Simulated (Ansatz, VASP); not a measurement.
## One calculation of Sn, two programs

```
Sn
1.0
    -2.18722    2.18722    1.42169
     2.18722   -2.18722    1.42169
     2.18722    2.18722   -1.42169
Sn
1
Direct
  0.00000 0.00000 0.00000
```

Alike in both runs: task single point; functional PBEsol; k mesh 20 × 20 × 20; occupations gaussian, width 0.15 eV; no spin polarisation.

|  | VASP | Ansatz |
| --- | --- | --- |
| version | VASP 6.6.1 | Ansatz 0.2.0 |
| potentials or method | VASP PAW PBE potentials, release 64 (Sn_d), cutoff 520 eV | scalar-relativistic, plane waves, PAW |
| valence electrons in the cell | 14 | 14 |

Ansatz gave:

* gap on the k mesh at the Fermi level (eV): none
* pressure (GPa): 3.0
* traceless stress, the component that is largest in VASP (GPa): 10.10

Task: Which values does VASP return?

Result: gap on the k mesh at the Fermi level (eV): none; pressure (GPa): 2.9; traceless stress, the component that is largest in VASP (GPa): 10.07.

VASP's potentials were made for PBE, not for PBEsol. A gap of «none» marks a metal or a gap that the smearing closes.
